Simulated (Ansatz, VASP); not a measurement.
One calculation of AlRh, two programs

```xyz
2
Lattice="2.9773 0.0000 0.0000 0.0000 3.0964 0.0000 0.0000 0.0000 2.9773" Properties=species:S:1:pos:R:3 pbc="T T T"
Al    0.0000    0.0000    0.0000
Rh    1.4887    1.5482    1.4887
```

Change from the starting cell: strain +0.0400 x Voigt [0, 1, 0, 0, 0, 0], atoms carried along.

Alike in both runs: task single point; functional LDA; k mesh 16 × 16 × 16; occupations gaussian, width 0.15 eV; no spin polarisation.

```csv
,VASP,Ansatz
version,VASP 6.6.1,Ansatz 0.2.0
potentials or method,"VASP PAW LDA potentials, release 64 (Al, Rh_pv), cutoff 520 eV","scalar-relativistic, plane waves, PAW"
valence electrons in the cell,18,20
```

VASP gave:

```
gap on the k mesh at the Fermi level (eV)                     : none
pressure (GPa)                                                : -12.5
traceless stress, the component that is largest in VASP (GPa) : -2.51
```

Question: Estimate Ansatz's values.

Answer: gap on the k mesh at the Fermi level (eV): none; pressure (GPa): -12.9; traceless stress, the component that is largest in VASP (GPa): -2.47.

LDA's correlation is that of Perdew and Zunger in VASP and of Perdew and Wang (1992) in Ansatz. A gap of «none» marks a metal or a gap that the smearing closes. VASP's potentials hold 18 valence electrons a cell and Ansatz's 20, so a difference there can come from the potentials and not from the codes.
